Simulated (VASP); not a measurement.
# MgS (Fm-3m) in VASP: a series of runs, part 2 of 2

VASP 6.6.1. Earlier steps stand in the parts before.

### 5 Single point, PBE

This run uses another cell than the first one, of 18.20 Å³/atom, 1.060 times its volume.

Input file INCAR:

```
PREC = Accurate
ENCUT = 600
EDIFF = 1E-6
ISMEAR = 0
SIGMA = 0.01
LREAL = F
LASPH = T
NELM = 120
ALGO = Normal
ISIF = 2
LWAVE = F
LCHARG = F
GGA = PE
NBANDS = 11
GGA_COMPAT = F
```

Input file KPOINTS:

```
Automatic mesh
0
Gamma
  4 4 4
```

Input file POSCAR:

```
MgS
1.0
    0.0000000000      2.6306010800      2.6306010800
    2.6306010800      0.0000000000      2.6306010800
    2.6306010800      2.6306010800      0.0000000000
Mg S
1 1
Direct
    0.0000000000      0.0000000000      0.0000000000
    0.5000000000      0.5000000000      0.5000000000
```

Potentials or basis: VASP PAW PBE potentials, release 64 (Mg, S).

The run is started by

```sh
$ cat potpaw_PBE.64/Mg/POTCAR potpaw_PBE.64/S/POTCAR > POTCAR
$ mpirun -np 1 vasp_std > vasp.out
```

OUTCAR:

```text
PREC = Accurate
   ENCUT = 600
   EDIFF = 1E-6
   ISMEAR = 0
   LREAL = F
   LASPH = T
   NELM = 120
   ISIF = 2
   GGA = PE

 ion  position               nearest neighbor table
   1  0.000  0.000  0.000-   2 2.63   2 2.63   2 2.63   2 2.63   2 2.63   2 2.63
   2  0.500  0.500  0.500-   1 2.63   1 2.63   1 2.63   1 2.63   1 2.63   1 2.63

  LATTYP: Found a face centered cubic cell.
 ALAT       =     5.2612021600

  Lattice vectors:

 A1 = (   0.0000000000,   2.6306010800,   2.6306010800)
 A2 = (   2.6306010800,   0.0000000000,   2.6306010800)
 A3 = (   2.6306010800,   2.6306010800,   0.0000000000)

Analysis of symmetry for initial positions (statically):
=====================================================================
 Subroutine PRICEL returns:
 Original cell was already a primitive cell.

 Routine SETGRP: Setting up the symmetry group for a
 face centered cubic supercell.

 Subroutine GETGRP returns: Found 48 space group operations
 (whereof 48 operations were pure point group operations)
 out of a pool of 48 trial point group operations.

The static configuration has the point symmetry O_h .

Analysis of symmetry for dynamics (positions and initial velocities):
=====================================================================
 Subroutine PRICEL returns:
 Original cell was already a primitive cell.

 Routine SETGRP: Setting up the symmetry group for a
 face centered cubic supercell.

 Subroutine GETGRP returns: Found 48 space group operations
 (whereof 48 operations were pure point group operations)
 out of a pool of 48 trial point group operations.

The dynamic configuration has the point symmetry O_h .

 Subroutine INISYM returns: Found 48 space group operations
 (whereof 48 operations are pure point group operations),
 and found     1 'primitive' translations

----------------------------------------------------------------------------------------

                                     Primitive cell

  volume of cell :      36.4078

  direct lattice vectors                    reciprocal lattice vectors
     0.000000000  2.630601080  2.630601080    -0.190070628  0.190070628  0.190070628
     2.630601080  0.000000000  2.630601080     0.190070628 -0.190070628  0.190070628
     2.630601080  2.630601080  0.000000000     0.190070628  0.190070628 -0.190070628

  length of vectors
     3.720231725  3.720231725  3.720231725     0.329211985  0.329211985  0.329211985

  position of ions in fractional coordinates (direct lattice)
     0.000000000  0.000000000  0.000000000
     0.500000000  0.500000000  0.500000000

  ion indices of the primitive-cell ions
   primitive index   ion index
                 1           1
                 2           2

----------------------------------------------------------------------------------------

 KPOINTS: Automatic mesh

Automatic generation of k-mesh.
 Grid dimensions read from file:
 generate k-points for:    4    4    4

 Generating k-lattice:

  Cartesian coordinates                     Fractional coordinates (reciprocal lattice)
    -0.047517657  0.047517657  0.047517657     0.250000000  0.000000000  0.000000000
     0.047517657 -0.047517657  0.047517657     0.000000000  0.250000000  0.000000000
     0.047517657  0.047517657 -0.047517657     0.000000000  0.000000000  0.250000000

  Length of vectors
     0.082302996  0.082302996  0.082302996

  Shift w.r.t. Gamma in fractional coordinates (k-lattice)
     0.000000000  0.000000000  0.000000000

 Subroutine IBZKPT returns following result:
 ===========================================

 Found      8 irreducible k-points:

 Following reciprocal coordinates:
            Coordinates               Weight
  0.000000  0.000000  0.000000      1.000000
  0.250000  0.000000  0.000000      8.000000
  0.500000  0.000000  0.000000      4.000000
  0.250000  0.250000  0.000000      6.000000
  0.500000  0.250000  0.000000     24.000000
 -0.250000  0.250000  0.000000     12.000000
  0.500000  0.500000  0.000000      3.000000
 -0.250000  0.500000  0.250000      6.000000
   k-points           NKPTS =      8   k-points in BZ     NKDIM =      8   number of bands    NBANDS=     11
   number of dos      NEDOS =    301   number of ions     NIONS =      2
   total plane-waves  NPLWV =  27000
   dimension x,y,z NGX =    30 NGY =   30 NGZ =   30
   dimension x,y,z NGXF=    60 NGYF=   60 NGZF=   60
   ions per type =               1   1
   NGX,Y,Z   is equivalent  to a cutoff of  13.41, 13.41, 13.41 a.u.
   NGXF,Y,Z  is equivalent  to a cutoff of  26.81, 26.81, 26.81 a.u.
 SYSTEM =  unknown system
   PREC   = accura    normal or accurate (medium, high low for compatibility)
   ISTART =      0    job   : 0-new  1-cont  2-samecut
   ICHARG =      2    charge: 1-file 2-atom 10-const
   ISPIN  =      1    spin polarized calculation?
   LNONCOLLINEAR =      F non collinear calculations
   LSORBIT =      F    spin-orbit coupling
   LASPH  =      T    aspherical Exc in radial PAW
   ENCUT  =  600.0 eV  44.10 Ry    6.64 a.u.   7.43  7.43  7.43*2*pi/ulx,y,z
   NELM   =    120;   NELMIN=  2; NELMDL= -5     # of ELM steps
   EDIFF  = 0.1E-05   stopping-criterion for ELM
   LREAL  =      F    real-space projection
   EDIFFG = 0.1E-04   stopping-criterion for IOM
   NSW    =      0    number of steps for IOM
   IBRION =     -1    ionic relax: 0-MD 1-quasi-New 2-CG
   NFREE  =      0    steps in history (QN), initial steepest desc. (CG)
   ISIF   =      2    stress and relaxation
   ISYM   =      2    0-nonsym 1-usesym 2-fastsym
   POTIM  = 0.5000    time-step for ionic-motion
   TEBEG  =    0.0;   TEEND  =   0.0 temperature during run
   PSTRESS=    0.0 pullay stress
   NELECT =       8.0000    total number of electrons
   NUPDOWN=      -1.0000    fix difference up-down
   EMIN   =  10.00;   EMAX   =-10.00  energy-range for DOS
   EFERMI =   0.00;   METHOD = LEGACY
   ISMEAR =     0;   SIGMA  =   0.01  broadening in eV -4-tet -1-fermi 0-gaus
   EFERMI_NEDOS =   21; number of points for ismear=-14 and -15
   IALGO  =     38    algorithm
   IMIX   =      4    mixing-type and parameters
     AMIX     =   0.40;   BMIX     =  1.00
     AMIX_MAG =   1.60;   BMIX_MAG =  1.00
  volume/ion in A,a.u.               =      18.20       122.85
  Fermi-wavevector in a.u.,A,eV,Ry     =   0.987885  1.866832 13.278160  0.975917
  Thomas-Fermi vector in A             =   2.119372
   LORBIT       =      0    0 simple, 1 ext, 2 COOP (PROOUT), +10 PAW based schemes
   GGA     = PE    functional components
   LHFCALC =     F    Hartree Fock is set to
   AEXX    =    0.0000 exact exchange contribution
   IVDW    =     0    specifies the selected vdW correction
   LEPSILON=     F    determine dielectric tensor
   LRPA    =     F    only Hartree local field effects (RPA)
 non-spin polarized calculation
 Gauss-broadening in eV      SIGMA  =   0.01
  energy-cutoff  :      600.00
  volume of cell :       36.41
 maximum number of plane-waves:      1243
 NGX is ok and might be reduce to    30
   NGX = 15   NGY = 15   NGZ = 15

 number of electron       7.9999999 magnetization

 Free energy of the ion-electron system (eV)
  ---------------------------------------------------
  ext. energy  EPLUGINS =         0.00000000
  ---------------------------------------------------
  free energy    TOTEN  =        -8.45430738 eV

  energy without entropy =       -8.45430738  energy(sigma->0) =       -8.45430738

 E-fermi :   3.5397     XC(G=0):  -9.5440

 val. band max:        3.4624430459   @ k =   0.0000   0.0000   0.0000
 cond. band min:       6.1399295345   @ k =   0.5000   0.5000   0.0000
 fundamental gap:      2.6774864886
 Fermi energy:         3.5397172263

 k-point     1 :       0.0000    0.0000    0.0000
  band No.  band energies     occupation
      1      -9.0207      2.00000
      2       3.4624      2.00000
      3       3.4624      2.00000
      4       3.4624      2.00000
      5       6.9042      0.00000
      6      11.4168      0.00000
      7      11.4168      0.00000
      8      11.4168      0.00000
      9      13.7555      0.00000
     10      13.7555      0.00000
     11      15.9035      0.00000
[... 85 lines left out ...]
 k-point     8 :      -0.2500    0.5000    0.2500
  band No.  band energies     occupation
      1      -7.4057      2.00000
      2       0.3662      2.00000
      3       0.3662      2.00000
      4       1.1855      2.00000
      5       8.5608      0.00000
      6      11.3573      0.00000
      7      11.3573      0.00000
      8      11.3780      0.00000
      9      17.4624      0.00000
     10      17.4624      0.00000
     11      18.8747      0.00000

------------------------ aborting loop because EDIFF is reached ----------------------------------------

  FORCE on cell =-STRESS in cart. coord.  units (eV):
  Direction    XX          YY          ZZ          XY          YZ          ZX
  --------------------------------------------------------------------------------------
  -------------------------------------------------------------------------------------
  Total       -0.2762436     -0.2762436     -0.2762436     -0.0000000      0.0000000     -0.0000000
  in kB      -12.1564785    -12.1564785    -12.1564785     -0.0000000      0.0000000     -0.0000000
  external PRESSURE =     -12.1564785 kB  Pullay stress =       0.0000000 kB

 VOLUME and BASIS-vectors are now :
 -----------------------------------------------------------------------------
  energy-cutoff  :      600.00
  volume of cell :       36.41
      direct lattice vectors                 reciprocal lattice vectors
     0.000000000  2.630601080  2.630601080    -0.190070628  0.190070628  0.190070628
     2.630601080  0.000000000  2.630601080     0.190070628 -0.190070628  0.190070628
     2.630601080  2.630601080  0.000000000     0.190070628  0.190070628 -0.190070628

 POSITION                                       TOTAL-FORCE (eV/Angst)
 -----------------------------------------------------------------------------------
      0.00000      0.00000      0.00000        -0.000000     -0.000000     -0.000000
      2.63060      2.63060      2.63060         0.000000      0.000000      0.000000
 -----------------------------------------------------------------------------------
    total drift:                               -0.000000     -0.000000      0.000000

  FREE ENERGIE OF THE ION-ELECTRON SYSTEM (eV)
  ---------------------------------------------------
  free  energy   TOTEN  =        -8.4543073836 eV

  energy  without entropy=       -8.4543073836  energy(sigma->0) =       -8.45430738
```

Wall time 9.7 s (1 thread of Intel Xeon 8259CL, shared host); peak memory 0.16 GiB.

Results:

```yaml
Free_energy: -8.4543 eV
Pressure: -1.2 GPa
Band_gap_on_the_k_mesh: 2.68 eV, indirect (least direct gap 3.44 eV)
```

Caveat: the k points lie up to 0.52 Å⁻¹ apart.

### 6 The runs side by side

| cell | gap on the mesh (eV) | pressure (GPa) |
| --- | --- | --- |
| a = 3.649 Å, angles 60.0°, 2 atoms | 2.80 | 3.4 |
| a = 3.574 Å, angles 60.0°, 2 atoms | 2.93 | 9.5 |
| a = 3.720 Å, angles 60.0°, 2 atoms | 2.68 | -1.2 |

Alike in all rows: task single point; level PBE; potentials or basis VASP PAW PBE potentials, release 64 (Mg, S); no spin polarisation; k mesh 4 × 4 × 4; cutoff (eV) 600; smearing gaussian 0.01 eV.

Caveats: all runs use coarse meshes.

Absolute energies hang on the potentials; compare differences alone.
